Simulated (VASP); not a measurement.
# Mg15Ge8 (a cell with a defect) in VASP: single point with PBE

Aim: the single point of Mg15Ge8 (a cell with a defect) with PBE.

Program: VASP 6.6.1. These are calculated values, not measurements. Logs are shortened: lines on timing, memory, paths and dates and some standing lists are left out, and cuts for length are marked.

**1. The cell of the first run**

The cell holds a defect, 23 atoms: a = 9.035 Å, b = 9.035 Å, c = 9.035 Å, α = 60.00°, β = 60.00°, γ = 60.00°.

**2. Single point, PBE**

File INCAR:

```
  PREC = Accurate
  ENCUT = 520
  EDIFF = 1E-7
  ISMEAR = -1
  SIGMA = 0.05
  LREAL = Auto
  LASPH = True
  NELM = 80
  ALGO = Normal
  ISIF = 2
  LWAVE = False
  LCHARG = True
  GGA = PE
  LELF = True
  LVHAR = True
  NBANDS = 88
```

File KPOINTS:

```
regular mesh
0
Gamma
  2 2 2
```

File POSCAR:

```
Mg15Ge8
1.0
    0.0000000000      6.3885880000      6.3885880000
    6.3885880000      0.0000000000      6.3885880000
    6.3885880000      6.3885880000      0.0000000000
Ge Mg
8 15
Direct
    0.0019136466      0.0022911949     -0.0055527919
    0.0021717632      0.0017987543      0.5015814919
    0.0020019291      0.4993866407     -0.0007694188
    0.0017078109      0.4950975865      0.5015094885
    0.5005032411      0.0010850598     -0.0002347937
    0.4943673782      0.0026271063      0.5018234859
    0.4996071119      0.5009319743     -0.0008724933
    0.5002815176      0.4999759728      0.5006454478
    0.1166872868      0.1165554893      0.1332922079
    0.3739586118      0.3744775058      0.3756387953
    0.1250554896      0.1253640084      0.6249878690
    0.3758831372      0.3752197669      0.8748127912
    0.1167029397      0.6342775587      0.1335345150
    0.3739402197      0.8767295684      0.3760178305
    0.3742842706      0.8772027559      0.8734496574
    0.6338733222      0.1167369848      0.1337067753
    0.8767748836      0.3741206195      0.3757194078
    0.6340439390      0.1163214000      0.6165205050
    0.8762023001      0.3743754488      0.8734966944
    0.6256271339      0.6252253237      0.1245871545
    1.1162742847      0.6340547395      0.6163744633
    0.6339592567      0.6345078913      0.6158197242
    0.8768971328      0.8761138612      0.8735485056
```

Potentials or basis: VASP PAW PBE potentials, release 64 (Ge_d, Mg).

Run with:

```bash
cat potpaw_PBE.64/Ge_d/POTCAR potpaw_PBE.64/Mg/POTCAR > POTCAR
mpirun -np 1 vasp_std > vasp.out
```

OUTCAR:

```text
PREC = Accurate
   ENCUT = 520
   EDIFF = 1E-7
   ISMEAR = -1
   LREAL = Auto
   LASPH = True
   NELM = 80
   ISIF = 2
   GGA = PE

 ion  position               nearest neighbor table
   1  0.002  0.002  0.994-   9 2.72  13 2.72  16 2.72  11 2.73  19 2.74  23 2.75  15 2.75
   2  0.002  0.002  0.502-  21 2.72  18 2.72   9 2.72  11 2.73  14 2.74  23 2.74  17 2.75
   3  0.002  0.499  0.999-  12 2.76  20 2.78  17 2.78  19 2.78  23 2.78   9 2.83  21 2.83  13 2.83

   4  0.002  0.495  0.502-  22 2.72  13 2.72  21 2.72  11 2.73  17 2.74  19 2.74  10 2.75
   5  0.501  0.001  1.000-  12 2.76  20 2.77  14 2.78  23 2.78  15 2.78  16 2.83  18 2.83   9 2.83
[... 22 lines left out ...]
  17  0.877  0.374  0.376-   4 2.74   2 2.75   3 2.78   8 2.78  11 3.18   9 3.20  13 3.20  22 3.20
                            18 3.20  20 3.21
  18  0.634  0.116  0.617-   6 2.72   2 2.72   5 2.83   8 2.83  15 3.19  23 3.20  17 3.20  10 3.20
                            12 3.30
  19  0.876  0.374  0.873-   4 2.74   1 2.74   3 2.78   7 2.78  11 3.18  21 3.19  22 3.20  16 3.20
                             9 3.20  20 3.21
  20  0.626  0.625  0.125-   7 2.77   5 2.77   8 2.77   3 2.78  19 3.21  23 3.21  17 3.21  10 3.21
                            15 3.21  14 3.21
  21  0.116  0.634  0.616-   2 2.72   4 2.72   3 2.83   8 2.83  23 3.19  19 3.19  10 3.20  14 3.20
                            12 3.31
  22  0.634  0.635  0.616-   4 2.72   6 2.72   7 2.83   8 2.83  14 3.20  19 3.20  15 3.20  17 3.20
                            12 3.31
  23  0.877  0.876  0.874-   2 2.74   1 2.75   5 2.78   3 2.78  11 3.18  21 3.19  13 3.20  18 3.20
                            16 3.20  20 3.21

  LATTYP: Found a face centered cubic cell.
 ALAT       =    12.7771760000

  Lattice vectors:

 A1 = (   0.0000000000,   6.3885880000,   6.3885880000)
 A2 = (   6.3885880000,   0.0000000000,   6.3885880000)
 A3 = (   6.3885880000,   6.3885880000,   0.0000000000)

Analysis of symmetry for initial positions (statically):
=====================================================================
 Subroutine PRICEL returns:
 Original cell was already a primitive cell.

 Routine SETGRP: Setting up the symmetry group for a
 face centered cubic supercell.

 Subroutine GETGRP returns: Found  1 space group operations
 (whereof  1 operations were pure point group operations)
 out of a pool of 48 trial point group operations.

The static configuration has the point symmetry C_1 .

Analysis of symmetry for dynamics (positions and initial velocities):
=====================================================================
[... 141 lines left out ...]
   ISIF   =      2    stress and relaxation
   ISYM   =      2    0-nonsym 1-usesym 2-fastsym
   POTIM  = 0.5000    time-step for ionic-motion
   TEBEG  =    0.0;   TEEND  =   0.0 temperature during run
   PSTRESS=    0.0 pullay stress
   NELECT =     142.0000    total number of electrons
   NUPDOWN=      -1.0000    fix difference up-down
   EMIN   =  10.00;   EMAX   =-10.00  energy-range for DOS
   EFERMI =   0.00;   METHOD = LEGACY
   ISMEAR =    -1;   SIGMA  =   0.05  broadening in eV -4-tet -1-fermi 0-gaus
   EFERMI_NEDOS =   21; number of points for ismear=-14 and -15
   IALGO  =     38    algorithm
   IMIX   =      4    mixing-type and parameters
     AMIX     =   0.40;   BMIX     =  1.00
     AMIX_MAG =   1.60;   BMIX_MAG =  1.00
  volume/ion in A,a.u.               =      22.67       153.01
  Fermi-wavevector in a.u.,A,eV,Ry     =   1.061099  2.005187 15.319234  1.125932
  Thomas-Fermi vector in A             =   2.196504
   LORBIT       =      0    0 simple, 1 ext, 2 COOP (PROOUT), +10 PAW based schemes
   GGA     = PE    functional components
   LHFCALC =     F    Hartree Fock is set to
   AEXX    =    0.0000 exact exchange contribution
   IVDW    =     0    specifies the selected vdW correction
   LEPSILON=     F    determine dielectric tensor
   LRPA    =     F    only Hartree local field effects (RPA)
 non-spin polarized calculation
  energy-cutoff  :      520.00
  volume of cell :      521.49
 maximum number of plane-waves:     14163
 NGX is ok and might be reduce to    70
   NGX = 33   NGY = 33   NGZ = 33

 number of electron     141.9999970 magnetization

 Free energy of the ion-electron system (eV)
  ---------------------------------------------------
  ext. energy  EPLUGINS =         0.00000000
  ---------------------------------------------------
  free energy    TOTEN  =       -62.60492024 eV

  energy without entropy =      -62.52292669  energy(sigma->0) =      -62.56392346

 E-fermi :   3.0460     XC(G=0):  -8.9044

 val. band max:        2.8567353807   @ k =   0.5000   0.5000   0.5000
 cond. band min:       3.0641210767   @ k =   0.5000   0.5000   0.5000
 fundamental gap:      0.2073856960
 Fermi energy:         3.0460010645

 k-point     1 :       0.0000    0.0000    0.0000
  band No.  band energies     occupation
      1     -20.5067      2.00000
      2     -20.5065      2.00000
      3     -20.5060      2.00000
      4     -20.5059      2.00000
      5     -20.5056      2.00000
      6     -20.5053      2.00000
[... 677 lines left out ...]
     82       6.1692      0.00000
     83       7.0394      0.00000
 [bands above 83 left out]

------------------------ aborting loop because EDIFF is reached ----------------------------------------

  FORCE on cell =-STRESS in cart. coord.  units (eV):
  Direction    XX          YY          ZZ          XY          YZ          ZX
  --------------------------------------------------------------------------------------
  -------------------------------------------------------------------------------------
  Total        0.6914370      0.6963911      0.6837544      0.0060341     -0.0066506     -0.0233413
  in kB        2.1243132      2.1395339      2.1007100      0.0185385     -0.0204328     -0.0717118
  external PRESSURE =       2.1215190 kB  Pullay stress =       0.0000000 kB

 VOLUME and BASIS-vectors are now :
 -----------------------------------------------------------------------------
  energy-cutoff  :      520.00
  volume of cell :      521.49
      direct lattice vectors                 reciprocal lattice vectors
     0.000000000  6.388588000  6.388588000    -0.078264555  0.078264555  0.078264555
     6.388588000  0.000000000  6.388588000     0.078264555 -0.078264555  0.078264555
     6.388588000  6.388588000  0.000000000     0.078264555  0.078264555 -0.078264555

 POSITION                                       TOTAL-FORCE (eV/Angst)
 -----------------------------------------------------------------------------------
      6.36775      6.36534      0.02686        -0.010026     -0.009199      0.008513
      3.21589      3.21827      0.02537         0.015634      0.002268      0.015284
      9.57405      6.39646      3.20317         0.012387     -0.004861      0.000177
      6.36691      3.21485      3.17389        -0.010190      0.019812     -0.000452
      6.39402      9.58460      3.20444         0.001672     -0.008171      0.000768
      3.22273      6.36425      3.17509         0.001897     -0.011406     -0.003235
[... 15 lines left out ...]
      7.98783      7.98432      8.10371        -0.000298     -0.005667     -0.010395
     11.17787     11.18288     11.19927         0.007008      0.004680     -0.011180
 -----------------------------------------------------------------------------------
    total drift:                               -0.001069      0.000300      0.001454

  FREE ENERGIE OF THE ION-ELECTRON SYSTEM (eV)
  ---------------------------------------------------
  free  energy   TOTEN  =       -62.6049202363 eV

  energy  without entropy=      -62.5229266934  energy(sigma->0) =      -62.56392346
```

stdout:

```text
POSCAR found type information on POSCAR GeMg
 POSCAR found :  2 types and      23 ions
 scaLAPACK will be used
 LDA part: xc-table for (Slater+PW92), standard interpolation
 POSCAR, INCAR and KPOINTS ok, starting setup
 FFT: planning ... GRIDC
 FFT: planning ... GRID_SOFT
 FFT: planning ... GRID
 WAVECAR not read
 entering main loop
```

Wall time 10 min (1 thread of Intel Xeon Platinum 8488C (Sapphire Rapids), shared host); peak memory 0.79 GiB.

What came out:

- Free energy: -62.6049 eV
- Pressure: 0.2 GPa
- Largest force: 0.023 eV/Å
- Band gap on the k mesh: zero (band 71 reaches 3.36 eV, above the bottom of band 72 at 2.75 eV)

Forces in eV/Å, atoms in the order of the input:
```
Ge  -0.010 -0.009  0.009
Ge   0.016  0.002  0.015
Ge   0.012 -0.005  0.000
Ge  -0.010  0.020  0.000
Ge   0.002 -0.008  0.001
Ge   0.002 -0.011 -0.003
Ge  -0.007  0.014 -0.003
Ge   0.000 -0.006 -0.005
Mg   0.004  0.005  0.006
Mg   0.010  0.009  0.013
Mg   0.001 -0.006  0.001
Mg  -0.004 -0.008  0.000
Mg  -0.008 -0.008 -0.002
Mg  -0.018  0.008 -0.005
Mg   0.001  0.009 -0.014
Mg  -0.001 -0.004  0.005
Mg  -0.001 -0.015 -0.009
Mg   0.008 -0.010  0.013
Mg   0.009  0.004 -0.003
Mg   0.006  0.007 -0.001
Mg  -0.018  0.013  0.004
Mg   0.000 -0.006 -0.010
Mg   0.007  0.005 -0.011
```

Caveat: the k points lie up to 0.43 Å⁻¹ apart.
